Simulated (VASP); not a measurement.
A run of VASP 6.6.1 is set up as follows.

Contents of INCAR:

```
PREC = Accurate
ENCUT = 600
EDIFF = 1E-6
ISMEAR = 0
SIGMA = 0.1
LREAL = False
LASPH = True
NELM = 120
ALGO = Normal
ISIF = 2
LWAVE = False
LCHARG = False
GGA = PE
NBANDS = 16
GGA_COMPAT = False
```

File KPOINTS:

```
regular mesh
0
Gamma
  7 7 4
```

Contents of POSCAR:

```
SiC
1.0
    3.0760000000      0.0000000000      0.0000000000
   -1.5380000000      2.6638940000      0.0000000000
    0.0000000000      0.0000000000      5.0480000000
Si C
2 2
Direct
    0.3333333333      0.6666666667      0.0000000000
    0.6666666667      0.3333333333      0.5000000000
    0.3333333333      0.6666666667      0.3850000000
    0.6666666667      0.3333333333      0.8850000000
```

Potentials or basis: VASP PAW PBE potentials, release 64 (Si, C).

Command:

```console
$ cat potpaw_PBE.64/Si/POTCAR potpaw_PBE.64/C/POTCAR > POTCAR
$ mpirun -np 1 vasp_std > vasp.out
```

Predict the band gap on the k mesh.

2.63 eV (least direct gap 4.13 eV).

Predict the largest force.

0.749 eV/Å.

Estimate the pressure.

3.5 GPa.

Stress tensor (GPa, compression positive):
```
5.13 0.00 0.00
0.00 5.13 0.00
0.00 0.00 0.23
```

Caveat: the cell stands under pressure; an odd mesh through Γ misses points on the zone boundary, where band edges can lie. Expect the measured gap to be larger: semilocal functionals such as PBE lack the derivative discontinuity.
